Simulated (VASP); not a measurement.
# H (P6_3/mmc) in VASP: relaxation of cell and atoms with LDA

Aim: the relaxation of cell and atoms of H with LDA.

Everything below comes from runs of VASP 6.6.1. Logs are shortened: lines on timing, memory, paths and dates and some standing lists are left out, and cuts for length are marked.

### Step 1. The cell of the first run

It takes space group P6_3/mmc (No. 194, hexagonal). The conventional cell has a = 2.015 Å, b = 2.015 Å, c = 3.237 Å, α = 90.00°, β = 90.00°, γ = 120.00°. Within 2.6 Å of H (site symmetry -6m2) lie 12 H at 1.99 to 2.02 Å.

### Step 2. Relaxation of cell and atoms, LDA

Input file INCAR:

```
SYSTEM = H
PREC = Accurate
ENCUT = 1230
EDIFF = 1E-7
ISMEAR = -1
SIGMA = 0.02
LREAL = .False.
LASPH = .True.
NELM = 120
ALGO = Normal
ISIF = 3
LWAVE = .False.
LCHARG = .False.
IBRION = 2
NSW = 100
EDIFFG = -0.005
GGA_COMPAT = .False.
NELMIN = 4
```

Input file KPOINTS:

```
regular mesh
0
Gamma
  14 14 8
  0 0 0
```

Input file POSCAR:

```
H
1.0
    2.0150000000      0.0000000000      0.0000000000
   -1.0075000000      1.7450411886      0.0000000000
    0.0000000000      0.0000000000      3.2370000000
H
2
Direct
    0.3333333333      0.6666666667      0.2500000000
    0.6666666667      0.3333333333      0.7500000000
```

Potentials or basis: VASP PAW LDA potentials, release 64 (H_h).

Run with:

```
$ cat potpaw_LDA.64/H_h/POTCAR > POTCAR
$ mpirun -np 1 vasp_std > vasp.out
```

OUTCAR:

```text
SYSTEM = H
   PREC = Accurate
   ENCUT = 1230
   EDIFF = 1E-7
   ISMEAR = -1
   LREAL = .False.
   LASPH = .True.
   NELM = 120
   ISIF = 3
   IBRION = 2
   NSW = 100
   EDIFFG = -0.005
   NELMIN = 4

 ion  position               nearest neighbor table
   1  0.333  0.667  0.250-
   2  0.667  0.333  0.750-

  LATTYP: Found a hexagonal cell.
 ALAT       =     2.0150000000
 C/A-ratio  =     1.6064516129

  Lattice vectors:

 A1 = (   2.0150000000,   0.0000000000,   0.0000000000)
 A2 = (  -1.0075000000,   1.7450411886,   0.0000000000)
 A3 = (   0.0000000000,   0.0000000000,   3.2370000000)

Analysis of symmetry for initial positions (statically):
=====================================================================
 Subroutine PRICEL returns:
 Original cell was already a primitive cell.

 Routine SETGRP: Setting up the symmetry group for a
 hexagonal supercell.

 Subroutine GETGRP returns: Found 24 space group operations
 (whereof 12 operations were pure point group operations)
 out of a pool of 24 trial point group operations.

The static configuration has the point symmetry D_3d.
 The point group associated with its full space group is D_6h.

Analysis of symmetry for dynamics (positions and initial velocities):
=====================================================================
 Subroutine PRICEL returns:
 Original cell was already a primitive cell.

 Routine SETGRP: Setting up the symmetry group for a
 hexagonal supercell.

 Subroutine GETGRP returns: Found 24 space group operations
 (whereof 12 operations were pure point group operations)
 out of a pool of 24 trial point group operations.

The dynamic configuration has the point symmetry D_3d.
 The point group associated with its full space group is D_6h.

 Subroutine INISYM returns: Found 24 space group operations
 (whereof 12 operations are pure point group operations),
 and found     1 'primitive' translations

----------------------------------------------------------------------------------------

                                     Primitive cell

  volume of cell :      11.3821

  direct lattice vectors                    reciprocal lattice vectors
     2.015000000  0.000000000  0.000000000     0.496277916  0.286526188  0.000000000
    -1.007500000  1.745041189  0.000000000     0.000000000  0.573052376  0.000000000
     0.000000000  0.000000000  3.237000000     0.000000000  0.000000000  0.308928020

  length of vectors
     2.015000000  2.015000000  3.237000000     0.573052376  0.573052376  0.308928020

  position of ions in fractional coordinates (direct lattice)
     0.333333333  0.666666667  0.250000000
     0.666666667  0.333333333  0.750000000

  ion indices of the primitive-cell ions
   primitive index   ion index
                 1           1
                 2           2

----------------------------------------------------------------------------------------

 KPOINTS: regular mesh

Automatic generation of k-mesh.
 Grid dimensions read from file:
 generate k-points for:   14   14    8

 Generating k-lattice:

  Cartesian coordinates                     Fractional coordinates (reciprocal lattice)
     0.035448423  0.020466156  0.000000000     0.071428571  0.000000000  0.000000000
     0.000000000  0.040932313  0.000000000     0.000000000  0.071428571  0.000000000
     0.000000000  0.000000000  0.038616002     0.000000000  0.000000000  0.125000000

  Length of vectors
     0.040932313  0.040932313  0.038616002

  Shift w.r.t. Gamma in fractional coordinates (k-lattice)
     0.000000000  0.000000000  0.000000000

 Subroutine IBZKPT returns following result:
 ===========================================

 Found    120 irreducible k-points:

 Following reciprocal coordinates:
            Coordinates               Weight
  0.000000  0.000000  0.000000      1.000000
  0.071429 -0.000000  0.000000      6.000000
  0.142857  0.000000  0.000000      6.000000
  0.214286  0.000000  0.000000      6.000000
  0.285714 -0.000000  0.000000      6.000000
  0.357143  0.000000  0.000000      6.000000
[... 16 lines left out ...]
  0.285714  0.285714  0.000000      6.000000
  0.357143  0.285714  0.000000      6.000000
 [... further k-points ...]
   k-points           NKPTS =    120   k-points in BZ     NKDIM =    120   number of bands    NBANDS=      5
   number of dos      NEDOS =    301   number of ions     NIONS =      2
   total plane-waves  NPLWV =  23040
   dimension x,y,z NGX =    24 NGY =   24 NGZ =   40
   dimension x,y,z NGXF=    48 NGYF=   48 NGZF=   80
   ions per type =               2
   NGX,Y,Z   is equivalent  to a cutoff of  19.80, 19.80, 20.54 a.u.
   NGXF,Y,Z  is equivalent  to a cutoff of  39.60, 39.60, 41.09 a.u.
 SYSTEM =  H
   PREC   = accura    normal or accurate (medium, high low for compatibility)
   ISTART =      0    job   : 0-new  1-cont  2-samecut
   ICHARG =      2    charge: 1-file 2-atom 10-const
   ISPIN  =      1    spin polarized calculation?
   LNONCOLLINEAR =      F non collinear calculations
   LSORBIT =      F    spin-orbit coupling
   LASPH  =      T    aspherical Exc in radial PAW
   ENCUT  = 1230.0 eV  90.40 Ry    9.51 a.u.   5.76  5.76  9.26*2*pi/ulx,y,z
   NELM   =    120;   NELMIN=  4; NELMDL= -5     # of ELM steps
   EDIFF  = 0.1E-06   stopping-criterion for ELM
   LREAL  =      F    real-space projection
   EDIFFG = -.5E-02   stopping-criterion for IOM
   NSW    =    100    number of steps for IOM
   IBRION =      2    ionic relax: 0-MD 1-quasi-New 2-CG
   NFREE  =      1    steps in history (QN), initial steepest desc. (CG)
   ISIF   =      3    stress and relaxation
   ISYM   =      2    0-nonsym 1-usesym 2-fastsym
   POTIM  = 0.5000    time-step for ionic-motion
   TEBEG  =    0.0;   TEEND  =   0.0 temperature during run
   PSTRESS=    0.0 pullay stress
   NELECT =       2.0000    total number of electrons
   NUPDOWN=      -1.0000    fix difference up-down
   EMIN   =  10.00;   EMAX   =-10.00  energy-range for DOS
   EFERMI =   0.00;   METHOD = LEGACY
   ISMEAR =    -1;   SIGMA  =   0.02  broadening in eV -4-tet -1-fermi 0-gaus
   EFERMI_NEDOS =   21; number of points for ismear=-14 and -15
   IALGO  =     38    algorithm
   IMIX   =      4    mixing-type and parameters
     AMIX     =   0.40;   BMIX     =  1.00
     AMIX_MAG =   1.60;   BMIX_MAG =  1.00
  volume/ion in A,a.u.               =       5.69        38.41
  Fermi-wavevector in a.u.,A,eV,Ry     =   0.916946  1.732776 11.439638  0.840790
  Thomas-Fermi vector in A             =   2.041859
   LORBIT       =      0    0 simple, 1 ext, 2 COOP (PROOUT), +10 PAW based schemes
   GGA     = CA    functional components
   LHFCALC =     F    Hartree Fock is set to
   AEXX    =    0.0000 exact exchange contribution
   IVDW    =     0    specifies the selected vdW correction
   LEPSILON=     F    determine dielectric tensor
   LRPA    =     F    only Hartree local field effects (RPA)
 conjugate gradient relaxation of ions
 non-spin polarized calculation
  energy-cutoff  :     1230.00
  volume of cell :       11.38
 maximum number of plane-waves:      1128
 NGX is ok and might be reduce to    24
   NGX = 11   NGY = 11   NGZ = 19

--------------------------------------- Ionic step        1  -------------------------------------------

 number of electron       2.0000000 magnetization

 Free energy of the ion-electron system (eV)
  ---------------------------------------------------
  ext. energy  EPLUGINS =         0.00000000
  ---------------------------------------------------
  free energy    TOTEN  =        -4.21998445 eV

  energy without entropy =       -4.21879666  energy(sigma->0) =       -4.21939056

------------------------ aborting loop because EDIFF is reached ----------------------------------------

  FORCE on cell =-STRESS in cart. coord.  units (eV):
  Direction    XX          YY          ZZ          XY          YZ          ZX
  --------------------------------------------------------------------------------------
  -------------------------------------------------------------------------------------
  Total       -1.6785887     -1.6785887     -2.1232894      0.0000000     -0.0000000      0.0000000
  in kB     -236.2824434   -236.2824433   -298.8796523      0.0000000     -0.0000000      0.0000000
  external PRESSURE =    -257.1481797 kB  Pullay stress =       0.0000000 kB
[... 487 lines left out ...]
 k-point    24 :       0.3571    0.2857    0.0000
  band No.  band energies     occupation
      1       6.9218      0.00000
      2       9.1757      0.00000
      3      17.3103      0.00000
      4      32.2019      0.00000
      5      34.2627      0.00000

 [... further k-points ...]

[... ionic steps 4 to 7 ...]

--------------------------------------- Ionic step        8  -------------------------------------------

 number of electron       2.0000000 magnetization

------------------------ aborting loop because EDIFF is reached ----------------------------------------

  FORCE on cell =-STRESS in cart. coord.  units (eV):
  Direction    XX          YY          ZZ          XY          YZ          ZX
  --------------------------------------------------------------------------------------
  -------------------------------------------------------------------------------------
  Total        0.0611072      0.0611072      0.0684724      0.0000000     -0.0000000      0.0000000
  in kB       17.0641251     17.0641251     19.1208440      0.0000000     -0.0000000      0.0000000
  external PRESSURE =      17.7496981 kB  Pullay stress =       0.0000000 kB
[... 57 lines left out ...]
  energy  without entropy=       -4.9626510413  energy(sigma->0) =       -4.96290932

--------------------------------------- Ionic step       10  -------------------------------------------

 number of electron       2.0000000 magnetization

 Free energy of the ion-electron system (eV)
  ---------------------------------------------------
  ext. energy  EPLUGINS =         0.00000000
  ---------------------------------------------------
  free energy    TOTEN  =        -4.96327558 eV

  energy without entropy =       -4.96274618  energy(sigma->0) =       -4.96301088

 E-fermi :   3.0633     XC(G=0): -11.2765

 val. band max:        3.0093347242   @ k =   0.2857   0.0714   0.3750
 cond. band min:       3.0941699162   @ k =   0.3571   0.0714   0.5000
 fundamental gap:      0.0848351920
 Fermi energy:         3.0632962708

 k-point     1 :       0.0000    0.0000    0.0000
  band No.  band energies     occupation
      1     -13.6118      2.00000
      2       7.1068      0.00000
      3      14.9549      0.00000
      4      53.4200      0.00000
      5      56.8519      0.00000
[... 213 lines left out ...]
  FREE ENERGIE OF THE ION-ELECTRON SYSTEM (eV)
  ---------------------------------------------------
  free  energy   TOTEN  =        -4.9632755777 eV

  energy  without entropy=       -4.9627461800  energy(sigma->0) =       -4.96301088

 reached required accuracy - stopping structural energy minimisation
```

Wall time 42 s (1 thread of AMD EPYC 9R45 (Zen 5), shared host); peak memory 0.11 GiB.

Results:

```yaml
Free_energy: -4.9633 eV
Relaxed_volume: 2.91 Å³/atom
Relaxed_cell: a = 1.653 Å, b = 1.653 Å, c = 2.462 Å, α = 90.00°, β = 90.00°, γ = 120.00°
Space_group_after_relaxing_to_0.1_Å: P6_3/mmc (No. 194)
Energy_gained_by_relaxing: 371.6 meV/atom
Ionic_steps: 10
Pressure_after_relaxing: 0.0 GPa
Band_gap_on_the_k_mesh: zero (bands 1 and 2 overlap by 17.13 eV)
```

Stress tensor (GPa, compression positive):
```
 0.08  0.00  0.00
 0.00  0.08  0.00
 0.00  0.00 -0.13
```

The path:
```tsv
step	energy change (eV)	largest force (eV/Å)	pressure (GPa)	volume (Å³)
1	0.0000	0.0000	-25.71	11.38
2	-0.2354	0.0000	-25.72	9.94
3	-0.7234	0.0000	-8.85	6.36
4	-0.7339	0.0000	8.30	5.46
5	-0.7419	0.0000	-0.05	5.82
6	-0.7417	0.0000	1.74	5.73
7	-0.7428	0.0000	1.78	5.74
8	-0.7428	0.0000	1.77	5.74
9	-0.7432	0.0000	0.83	5.78
10	-0.7433	0.0000	0.01	5.82
```

Final structure:
```cif
data_structure
_symmetry_space_group_name_H-M 'P 1'
_symmetry_Int_Tables_number 1
_cell_length_a 1.6527
_cell_length_b 1.6527
_cell_length_c 2.4622
_cell_angle_alpha 90.000
_cell_angle_beta 90.000
_cell_angle_gamma 120.000
_cell_volume 5.82
loop_
_atom_site_label
_atom_site_type_symbol
_atom_site_fract_x
_atom_site_fract_y
_atom_site_fract_z
_atom_site_occupancy
H1 H 0.33333 0.66667 0.25000 1
H2 H 0.66667 0.33333 0.75000 1
```

Caveat: the volume moved by over 15 % at a fixed basis, so the end points are rough; the nearest neighbours stand farther apart than a usual bond. Zero-point motion and thermal expansion aren't in these numbers.

The gap in the log of VASP goes by the Fermi energy; the results here count the filled bands.